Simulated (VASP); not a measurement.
Write the native input for VASP 6.6.1 that does the following.

| Quantity | Value |
| --- | --- |
| Task | single point |
| Functional | PBEsol |
| Potentials or basis | VASP PAW PBE potentials, release 64 (Ga_d, N) |
| Cutoff | 520 eV |
| k mesh | 7 × 7 × 7 |
| Occupations | fermi-dirac, width 0.05 eV |
| Spin | no spin polarisation |
| Dipole correction | no |
| Further INCAR settings | ALGO = Normal; EDIFF = 1e-06; NBANDS = 16 |

The structure of GaN lies in POSCAR:

```
GaN
1.0
    3.0196780000      0.0000000000      0.0000000000
    1.5098390000      2.6151178592      0.0000000000
    1.5098390000      0.8717059531      2.4655567625
Ga N
1 1
Direct
    0.0000000000      0.0000000000      0.0000000000
    0.5000000000      0.5000000000      0.5000000000
```

These files were run (other wordings do the same):

INCAR

```
PREC     = Accurate       # precision mode
ENCUT    = 520            # plane-wave cutoff, eV
EDIFF    = 1E-6           # SCF threshold, eV
ISMEAR   = -1             # smearing method
SIGMA    = 0.05           # smearing width, eV
LREAL    = F              # projectors in reciprocal space
LASPH    = T              # aspherical terms in the spheres
NELM     = 100            # most SCF steps
ALGO     = Normal         # electronic algorithm
ISIF     = 2              # what is computed and relaxed
LWAVE    = F              # write WAVECAR
LCHARG   = T              # write CHGCAR
GGA      = PS             # functional
LELF     = T              # ELF
LVHAR    = T            
NBANDS   = 16             # bands
```

KPOINTS

```
regular mesh
0
Gamma
  7 7 7
```

Potentials or basis: VASP PAW PBE potentials, release 64 (Ga_d, N).

Run with:

```console
$ cat potpaw_PBE.64/Ga_d/POTCAR potpaw_PBE.64/N/POTCAR > POTCAR
$ mpirun -np 1 vasp_std > vasp.out
```

It gave:

```yaml
Pressure: -7.3 GPa
Band_gap_on_the_k_mesh: 0.73 eV, indirect (least direct gap 2.37 eV)
```

Caveat: the PAW data sets were made with another functional, which shifts forces and pressure a little.

It took 5.5 s on 1 thread of Intel(R) Xeon(R) Platinum 8375C CPU @ 2.90GHz (Ice Lake), with other jobs on the host, peak memory 0.14 GiB.
